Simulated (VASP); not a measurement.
# C (Fd-3m) in VASP: a series of runs

C is run at these levels: r2SCAN; tasks: single point, relaxation of cell and atoms.

Program: VASP 6.6.1. These are calculated values, not measurements. Logs are shortened: lines on timing, memory, paths and dates and some standing lists are left out, and cuts for length are marked.

### Step 1. The cell of the first run

It takes space group Fd-3m (No. 227, cubic). The conventional cell has a = 3.560 Å, b = 3.560 Å, c = 3.560 Å, α = 90.00°, β = 90.00°, γ = 90.00°. Within 2.1 Å of C (site symmetry -43m) lie 4 C at 1.54 Å.

### Step 2. Single point, r2SCAN

POSCAR reads:

```
C
1.0
    0.0000000000      1.7801408483      1.7801408483
    1.7801408483      0.0000000000      1.7801408483
    1.7801408483      1.7801408483      0.0000000000
C
2
Direct
    0.5000000000      0.5000000000      0.5000000000
    0.7500000000      0.7500000000      0.7500000000
```

INCAR.step1 reads:

```
SYSTEM = C
PREC = Accurate
ENCUT = 520
ISMEAR = -1
SIGMA = 0.1
LREAL = .FALSE.
LASPH = .TRUE.
NELM = 60
NBANDS = 11
GGA = PE
ALGO = Normal
EDIFF = 1E-4
LWAVE = .TRUE.
LCHARG = .FALSE.
```

INCAR.step2 reads:

```
SYSTEM = C
PREC = Accurate
ENCUT = 520
EDIFF = 1E-6
ISMEAR = -1
SIGMA = 0.1
LREAL = .FALSE.
LASPH = .TRUE.
NELM = 60
ALGO = Normal
ISIF = 2
LWAVE = .FALSE.
LCHARG = .FALSE.
METAGGA = R2SCAN
LMIXTAU = .TRUE.
NBANDS = 11
ISTART = 1
```

KPOINTS reads:

```
Automatic mesh
0
G
  22 22 22
  0 0 0
```

Potentials or basis: VASP PAW PBE potentials, release 64 (C).

Run with:

```bash
cat potpaw_PBE.64/C/POTCAR > POTCAR
cp INCAR.step1 INCAR
mpirun -np 1 vasp_std > vasp.out
cp INCAR.step2 INCAR
mpirun -np 1 vasp_std > vasp.out
```

OUTCAR:

```text
SYSTEM = C
   PREC = Accurate
   ENCUT = 520
   EDIFF = 1E-6
   ISMEAR = -1
   LREAL = .FALSE.
   LASPH = .TRUE.
   NELM = 60
   ISIF = 2
   METAGGA = R2SCAN
   ISTART = 1

 ion  position               nearest neighbor table
   1  0.500  0.500  0.500-   2 1.54   2 1.54   2 1.54   2 1.54
   2  0.750  0.750  0.750-   1 1.54   1 1.54   1 1.54   1 1.54

  LATTYP: Found a face centered cubic cell.
 ALAT       =     3.5602816966

  Lattice vectors:

 A1 = (   0.0000000000,   1.7801408483,   1.7801408483)
 A2 = (   1.7801408483,   0.0000000000,   1.7801408483)
 A3 = (   1.7801408483,   1.7801408483,   0.0000000000)

Analysis of symmetry for initial positions (statically):
=====================================================================
 Subroutine PRICEL returns:
 Original cell was already a primitive cell.

 Routine SETGRP: Setting up the symmetry group for a
 face centered cubic supercell.

 Subroutine GETGRP returns: Found 48 space group operations
 (whereof 24 operations were pure point group operations)
 out of a pool of 48 trial point group operations.

The static configuration has the point symmetry T_d .
 The point group associated with its full space group is O_h .

Analysis of symmetry for dynamics (positions and initial velocities):
=====================================================================
 Subroutine PRICEL returns:
 Original cell was already a primitive cell.

 Routine SETGRP: Setting up the symmetry group for a
 face centered cubic supercell.

 Subroutine GETGRP returns: Found 48 space group operations
 (whereof 24 operations were pure point group operations)
 out of a pool of 48 trial point group operations.

The dynamic configuration has the point symmetry T_d .
 The point group associated with its full space group is O_h .

 Subroutine INISYM returns: Found 48 space group operations
 (whereof 24 operations are pure point group operations),
 and found     1 'primitive' translations

----------------------------------------------------------------------------------------

                                     Primitive cell

  volume of cell :      11.2822

  direct lattice vectors                    reciprocal lattice vectors
     0.000000000  1.780140848  1.780140848    -0.280876651  0.280876651  0.280876651
     1.780140848  0.000000000  1.780140848     0.280876651 -0.280876651  0.280876651
     1.780140848  1.780140848  0.000000000     0.280876651  0.280876651 -0.280876651

  length of vectors
     2.517499331  2.517499331  2.517499331     0.486492630  0.486492630  0.486492630

  position of ions in fractional coordinates (direct lattice)
     0.500000000  0.500000000  0.500000000
     0.750000000  0.750000000  0.750000000

  ion indices of the primitive-cell ions
   primitive index   ion index
                 1           1
                 2           2

----------------------------------------------------------------------------------------

 KPOINTS: Automatic mesh

Automatic generation of k-mesh.
 Grid dimensions read from file:
 generate k-points for:   22   22   22

 Generating k-lattice:

  Cartesian coordinates                     Fractional coordinates (reciprocal lattice)
    -0.012767121  0.012767121  0.012767121     0.045454545  0.000000000  0.000000000
     0.012767121 -0.012767121  0.012767121     0.000000000  0.045454545  0.000000000
     0.012767121  0.012767121 -0.012767121     0.000000000  0.000000000  0.045454545

  Length of vectors
     0.022113301  0.022113301  0.022113301

  Shift w.r.t. Gamma in fractional coordinates (k-lattice)
     0.000000000  0.000000000  0.000000000

 Subroutine IBZKPT returns following result:
 ===========================================

 Found    328 irreducible k-points:

 Following reciprocal coordinates:
            Coordinates               Weight
  0.000000  0.000000  0.000000      1.000000
  0.045455  0.000000  0.000000      8.000000
  0.090909  0.000000  0.000000      8.000000
  0.136364  0.000000  0.000000      8.000000
  0.181818  0.000000  0.000000      8.000000
  0.227273  0.000000  0.000000      8.000000
[... 16 lines left out ...]
  0.500000  0.045455  0.000000     24.000000
 -0.454545  0.045455  0.000000     24.000000
 [... further k-points ...]
   k-points           NKPTS =    328   k-points in BZ     NKDIM =    328   number of bands    NBANDS=     11
   number of dos      NEDOS =    301   number of ions     NIONS =      2
   total plane-waves  NPLWV =   8000
   dimension x,y,z NGX =    20 NGY =   20 NGZ =   20
   dimension x,y,z NGXF=    40 NGYF=   40 NGZF=   40
   ions per type =               2
   NGX,Y,Z   is equivalent  to a cutoff of  13.21, 13.21, 13.21 a.u.
   NGXF,Y,Z  is equivalent  to a cutoff of  26.41, 26.41, 26.41 a.u.
 SYSTEM =  C
   PREC   = accura    normal or accurate (medium, high low for compatibility)
   ISTART =      1    job   : 0-new  1-cont  2-samecut
   ICHARG =      0    charge: 1-file 2-atom 10-const
   ISPIN  =      1    spin polarized calculation?
   LNONCOLLINEAR =      F non collinear calculations
   LSORBIT =      F    spin-orbit coupling
   LASPH  =      T    aspherical Exc in radial PAW
   ENCUT  =  520.0 eV  38.22 Ry    6.18 a.u.   4.68  4.68  4.68*2*pi/ulx,y,z
   NELM   =     60;   NELMIN=  2; NELMDL=  0     # of ELM steps
   EDIFF  = 0.1E-05   stopping-criterion for ELM
   LREAL  =      F    real-space projection
   EDIFFG = 0.1E-04   stopping-criterion for IOM
   NSW    =      0    number of steps for IOM
   IBRION =     -1    ionic relax: 0-MD 1-quasi-New 2-CG
   NFREE  =      0    steps in history (QN), initial steepest desc. (CG)
   ISIF   =      2    stress and relaxation
   ISYM   =      2    0-nonsym 1-usesym 2-fastsym
   POTIM  = 0.5000    time-step for ionic-motion
   TEBEG  =    0.0;   TEEND  =   0.0 temperature during run
   PSTRESS=    0.0 pullay stress
   NELECT =       8.0000    total number of electrons
   NUPDOWN=      -1.0000    fix difference up-down
   EMIN   =  10.00;   EMAX   =-10.00  energy-range for DOS
   EFERMI =   0.00;   METHOD = LEGACY
   ISMEAR =    -1;   SIGMA  =   0.10  broadening in eV -4-tet -1-fermi 0-gaus
   EFERMI_NEDOS =   21; number of points for ismear=-14 and -15
   IALGO  =     38    algorithm
   IMIX   =      4    mixing-type and parameters
     AMIX     =   0.40;   BMIX     =  1.00
     AMIX_MAG =   1.60;   BMIX_MAG =  1.00
  volume/ion in A,a.u.               =       5.64        38.07
  Fermi-wavevector in a.u.,A,eV,Ry     =   1.459846  2.758709 28.996072  2.131151
  Thomas-Fermi vector in A             =   2.576365
   LORBIT       =      0    0 simple, 1 ext, 2 COOP (PROOUT), +10 PAW based schemes
   METAGGA = R2SCAN    functional components
   LHFCALC =     F    Hartree Fock is set to
   AEXX    =    0.0000 exact exchange contribution
   IVDW    =     0    specifies the selected vdW correction
   LEPSILON=     F    determine dielectric tensor
   LRPA    =     F    only Hartree local field effects (RPA)
 non-spin polarized calculation
  energy-cutoff  :      520.00
  volume of cell :       11.28
 maximum number of plane-waves:       316
   NGX =  9   NGY =  9   NGZ =  9

 number of electron       7.9999999 magnetization

 Free energy of the ion-electron system (eV)
  ---------------------------------------------------
  ext. energy  EPLUGINS =         0.00000000
  ---------------------------------------------------
  free energy    TOTEN  =       -19.65721822 eV

  energy without entropy =      -19.65721822  energy(sigma->0) =      -19.65721822

 E-fermi :  11.7153     XC(G=0): -14.2878

 val. band max:        9.7920294666   @ k =   0.0000   0.0000   0.0000
 cond. band min:      14.1245101126   @ k =   0.3636   0.3636   0.0000
 fundamental gap:      4.3324806460
 Fermi energy:        11.7153311951

 k-point     1 :       0.0000    0.0000    0.0000
  band No.  band energies     occupation
      1     -12.9788      2.00000
      2       9.7920      2.00000
      3       9.7920      2.00000
      4       9.7920      2.00000
      5      15.6425      0.00000
      6      15.6425      0.00000
      7      15.6425      0.00000
      8      23.7407      0.00000
      9      30.2607      0.00000
     10      37.2405      0.00000
     11      37.2405      0.00000

 k-point     2 :       0.0455    0.0000    0.0000
  band No.  band energies     occupation
      1     -12.9187      2.00000
      2       9.3541      2.00000
      3       9.6812      2.00000
      4       9.6812      2.00000
      5      15.7871      0.00000
      6      15.7871      0.00000
      7      15.9163      0.00000
      8      23.8004      0.00000
      9      30.3690      0.00000
     10      36.2337      0.00000
     11      36.2337      0.00000

 k-point     3 :       0.0909    0.0000    0.0000
  band No.  band energies     occupation
      1     -12.7388      2.00000
      2       8.2562      2.00000
      3       9.3863      2.00000
      4       9.3863      2.00000
      5      16.1754      0.00000
      6      16.1754      0.00000
      7      16.5281      0.00000
      8      23.9787      0.00000
      9      30.6653      0.00000
     10      34.9881      0.00000
     11      34.9881      0.00000
[... 267 lines left out ...]
 k-point    23 :       0.5000    0.0455    0.0000
  band No.  band energies     occupation
      1      -7.0125      2.00000
      2      -4.1937      2.00000
      3       6.5828      2.00000
      4       6.6848      2.00000
      5      18.5752      0.00000
      6      18.9000      0.00000
      7      19.2071      0.00000
      8      26.5329      0.00000
      9      32.8173      0.00000
     10      35.4330      0.00000
     11      36.9645      0.00000

 k-point    24 :      -0.4545    0.0455    0.0000
  band No.  band energies     occupation
      1      -7.1769      2.00000
      2      -3.9962      2.00000
      3       6.5119      2.00000
      4       6.7818      2.00000
      5      18.6707      0.00000
      6      18.8047      0.00000
      7      19.1965      0.00000
      8      26.5287      0.00000
      9      32.7723      0.00000
     10      35.5118      0.00000
     11      36.4090      0.00000

 [... further k-points ...]

------------------------ aborting loop because EDIFF is reached ----------------------------------------

  FORCE on cell =-STRESS in cart. coord.  units (eV):
  Direction    XX          YY          ZZ          XY          YZ          ZX
  --------------------------------------------------------------------------------------
  -------------------------------------------------------------------------------------
  Total        0.0790374      0.0790374      0.0790374      0.0000000     -0.0000000      0.0000000
  in kB       11.2240595     11.2240595     11.2240595      0.0000000     -0.0000000      0.0000000
  external PRESSURE =      11.2240595 kB  Pullay stress =       0.0000000 kB

 VOLUME and BASIS-vectors are now :
 -----------------------------------------------------------------------------
  energy-cutoff  :      520.00
  volume of cell :       11.28
      direct lattice vectors                 reciprocal lattice vectors
     0.000000000  1.780140848  1.780140848    -0.280876651  0.280876651  0.280876651
     1.780140848  0.000000000  1.780140848     0.280876651 -0.280876651  0.280876651
     1.780140848  1.780140848  0.000000000     0.280876651  0.280876651 -0.280876651

 POSITION                                       TOTAL-FORCE (eV/Angst)
 -----------------------------------------------------------------------------------
      1.78014      1.78014      1.78014        -0.000000     -0.000000     -0.000000
      2.67021      2.67021      2.67021         0.000000      0.000000      0.000000
 -----------------------------------------------------------------------------------
    total drift:                                0.000000     -0.000000      0.000000

  FREE ENERGIE OF THE ION-ELECTRON SYSTEM (eV)
  ---------------------------------------------------
  free  energy   TOTEN  =       -19.6572182198 eV

  energy  without entropy=      -19.6572182197  energy(sigma->0) =      -19.65721822
```

It took 2.3 min on 1 thread of Intel Xeon 8259CL, shared host; peak memory 0.15 GiB.

What came out:

* Free energy: -19.6572 eV
* Pressure: 1.1 GPa
* Band gap on the k mesh: 4.33 eV (least direct gap 5.85 eV)

Caveat: the PAW data sets were made with another functional, which shifts forces and pressure a little. A k mesh can miss the band edges.

### Step 3. Relaxation of cell and atoms, r2SCAN, target pressure 1 GPa, at which the enthalpy is minimised

POSCAR is that of step 2.

INCAR.step1 reads:

```
  PREC = Accurate
  ENCUT = 600
  ISMEAR = 0
  SIGMA = 0.01
  LREAL = False
  LASPH = True
  NELM = 60
  GGA = PE
  ALGO = Normal
  EDIFF = 1E-4
  LWAVE = True
  LCHARG = False
```

INCAR.step2 reads:

```
  PREC = Accurate
  ENCUT = 600
  EDIFF = 1E-7
  ISMEAR = 0
  SIGMA = 0.01
  LREAL = False
  LASPH = True
  NELM = 60
  ALGO = Normal
  ISIF = 3
  LWAVE = False
  LCHARG = False
  METAGGA = R2SCAN
  LMIXTAU = True
  IBRION = 2
  NSW = 100
  EDIFFG = -0.002
  PSTRESS = 10.0
  ISTART = 1
```

KPOINTS reads:

```
Automatic mesh
0
Gamma
  12 12 12
```

Potentials or basis: VASP PAW PBE potentials, release 64 (C).

Run with:

```bash
cat potpaw_PBE.64/C/POTCAR > POTCAR
cp INCAR.step1 INCAR
mpirun -np 1 vasp_std > vasp.out
cp INCAR.step2 INCAR
mpirun -np 1 vasp_std > vasp.out
```

OUTCAR:

```text
PREC = Accurate
   ENCUT = 600
   EDIFF = 1E-7
   ISMEAR = 0
   LREAL = False
   LASPH = True
   NELM = 60
   ISIF = 3
   METAGGA = R2SCAN
   IBRION = 2
   NSW = 100
   EDIFFG = -0.002
   PSTRESS = 10.0
   ISTART = 1

 ion  position               nearest neighbor table
   1  0.500  0.500  0.500-   2 1.54   2 1.54   2 1.54   2 1.54
   2  0.750  0.750  0.750-   1 1.54   1 1.54   1 1.54   1 1.54

  LATTYP: Found a face centered cubic cell.
 ALAT       =     3.5602816966

  Lattice vectors:

 A1 = (   0.0000000000,   1.7801408483,   1.7801408483)
 A2 = (   1.7801408483,   0.0000000000,   1.7801408483)
 A3 = (   1.7801408483,   1.7801408483,   0.0000000000)

Analysis of symmetry for initial positions (statically):
=====================================================================
 Subroutine PRICEL returns:
 Original cell was already a primitive cell.

 Routine SETGRP: Setting up the symmetry group for a
 face centered cubic supercell.

 Subroutine GETGRP returns: Found 48 space group operations
 (whereof 24 operations were pure point group operations)
 out of a pool of 48 trial point group operations.

The static configuration has the point symmetry T_d .
 The point group associated with its full space group is O_h .
[... 171 lines left out ...]
  Total        0.0247409      0.0247409      0.0247409     -0.0000000     -0.0000000     -0.0000000
  in kB        3.5134446      3.5134446      3.5134446     -0.0000000     -0.0000000     -0.0000000
  external PRESSURE =      -6.4865554 kB  Pullay stress =      10.0000000 kB
[... 63 lines left out ...]
--------------------------------------- Ionic step        3  -------------------------------------------

 number of electron       7.9999999 magnetization

 Free energy of the ion-electron system (eV)
  ---------------------------------------------------
  ext. energy  EPLUGINS =         0.00000000
  ---------------------------------------------------
  free energy    TOTEN  =       -19.66393475 eV

  energy without entropy =      -19.66393475  energy(sigma->0) =      -19.66393475

 E-fermi :   9.9529     XC(G=0): -14.2955

 val. band max:        9.8122543352   @ k =   0.0000   0.0000   0.0000
 cond. band min:      14.1712448802   @ k =   0.3333   0.3333   0.0000
 fundamental gap:      4.3589905451
 Fermi energy:         9.9528605360

 k-point     1 :       0.0000    0.0000    0.0000
  band No.  band energies     occupation
      1     -12.9786      2.00000
      2       9.8123      2.00000
      3       9.8123      2.00000
      4       9.8123      2.00000
      5      15.6666      0.00000
      6      15.6666      0.00000
      7      15.6666      0.00000
      8      23.7958      0.00000
[... 243 lines left out ...]
 k-point    24 :      -0.4167    0.1667    0.0000
  band No.  band energies     occupation
      1      -6.5446      2.00000
      2      -3.4516      2.00000
      3       3.9646      2.00000
      4       5.9797      2.00000
      5      17.7465      0.00000
      6      20.6208      0.00000
      7      21.6189      0.00000
      8      26.2820      0.00000

 [... further k-points ...]

------------------------ aborting loop because EDIFF is reached ----------------------------------------

  FORCE on cell =-STRESS in cart. coord.  units (eV):
  Direction    XX          YY          ZZ          XY          YZ          ZX
  --------------------------------------------------------------------------------------
  -------------------------------------------------------------------------------------
  Total        0.0714779      0.0714779      0.0714779      0.0000000      0.0000000      0.0000000
  in kB       10.1655939     10.1655939     10.1655939      0.0000000      0.0000000      0.0000000
  external PRESSURE =       0.1655939 kB  Pullay stress =      10.0000000 kB
[... 21 lines left out ...]
  energy  without entropy=      -19.6639347464  energy(sigma->0) =      -19.66393475

  enthalpy is  TOTEN    =       -19.5936212170 eV   P V=        0.0703135293

 reached required accuracy - stopping structural energy minimisation
```

OUTCAR.step1:

```text
PREC = Accurate
   ENCUT = 600
   ISMEAR = 0
   LREAL = False
   LASPH = True
[... 487 lines left out ...]
      1.78014      1.78014      1.78014        -0.000000     -0.000000     -0.000000
      2.67021      2.67021      2.67021         0.000000      0.000000      0.000000
 -----------------------------------------------------------------------------------
    total drift:                                0.000000     -0.000000      0.000000

  FREE ENERGIE OF THE ION-ELECTRON SYSTEM (eV)
  ---------------------------------------------------
  free  energy   TOTEN  =       -18.1886278800 eV

  energy  without entropy=      -18.1886278800  energy(sigma->0) =      -18.18862788
```

Run time: 75 s. Hardware: 1 thread of Intel Xeon 8259CL, shared host; peak memory 0.12 GiB.

What came out:

```yaml
Free_energy: -19.6639 eV
Relaxed_volume: 5.63 Å³/atom
Relaxed_cell: a = 2.516 Å, b = 2.516 Å, c = 2.516 Å, α = 60.00°, β = 60.00°, γ = 60.00°
Space_group_after_relaxing_to_0.1_Å: Fd-3m (No. 227)
Energy_change_on_relaxing_the_run_minimises_the_enthalpy: +0.0 meV/atom
Ionic_steps: 3
Pressure_after_relaxing: 1.0 GPa
Band_gap_on_the_k_mesh: 4.36 eV (least direct gap 5.85 eV)
```

Final structure:
```xyz
2
Lattice="0.0000 1.7793 1.7793 1.7793 0.0000 1.7793 1.7793 1.7793 0.0000" Properties=species:S:1:pos:R:3 pbc="T T T"
C     1.7793    1.7793    1.7793
C     2.6689    2.6689    2.6689
```

Levels at points of the mesh, in eV from the valence-band top:
```csv
k point,band 2,band 3,band 4,band 5,band 6,band 7
"(0.00, 0.00, 0.00)",0.00,0.00,0.00,5.85,5.85,5.85
"(0.50, 0.00, 0.00)",-14.12,-3.00,-3.00,8.90,8.90,9.22
"(0.50, 0.50, 0.00)",-13.64,-6.70,-6.70,5.01,5.01,17.98
```

Caveat: the cell is relaxed towards a set pressure, so the run minimises the enthalpy, not the energy; the PAW data sets were made with another functional, which shifts forces and pressure a little. A k mesh can miss the band edges.

(Continued in part 2 of 2.)
